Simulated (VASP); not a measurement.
Sn2Sb: single point with PBE

The system is Sn2Sb.

```
CELL_PARAMETERS angstrom
4.30032 0.00000 0.00000
-2.15016 3.72418 0.00000
0.00000 0.00000 4.64320
ATOMIC_POSITIONS crystal
Sn 0.33333 0.66667 0.50000
Sn 0.66667 0.33333 0.50000
Sb 0.00000 0.00000 0.00000
```

| Quantity | Value |
| --- | --- |
| Program | VASP 6.6.1 |
| Task | single point |
| Functional | PBE |
| Potentials or basis | VASP PAW PBE potentials, release 64 (Sn_d, Sb) |
| Cutoff | 520 eV |
| k mesh | 6 × 6 × 4 |
| Occupations | gaussian, width 0.1 eV |
| Spin | no spin polarisation |
| Dipole correction | no |
| Further INCAR settings | ALGO = Fast; EDIFF = 1e-06; NBANDS = 24 |

| Quantity | Value |
| --- | --- |
| Pressure | 24.8 GPa |
| Band gap on the k mesh | zero (an odd number of electrons rules out a gap without spin polarisation) |

Stress tensor (GPa, compression positive):
```
34.09  0.00  0.00
 0.00 34.09  0.00
 0.00  0.00  6.30
```

Levels at points of the mesh, in eV from the Fermi level:
```tsv
k point	band 13	band 14	band 15	band 16	band 17	band 18	band 19	band 20
(0.00, 0.00, 0.00)	-4.53	-1.67	-1.67	-0.74	-0.74	-0.36	2.66	4.34
(0.50, 0.00, 0.00)	-6.03	-4.26	-1.67	-1.17	-0.90	0.47	1.71	2.91
(0.00, 0.00, 0.50)	-1.43	-1.43	-0.23	0.15	0.32	0.32	0.42	2.23
(0.50, 0.00, 0.50)	-8.37	-4.93	-3.42	-1.63	-0.67	0.17	5.03	5.23
```

Wall time 57 s on 1 thread of Oxide Virtual Turin-like Processor (shared host), peak memory 0.16 GiB.

Caveat: the stress differs along the axes, from 6 to 34 GPa; spin-orbit coupling is left out, which moves the levels of the heavy elements.
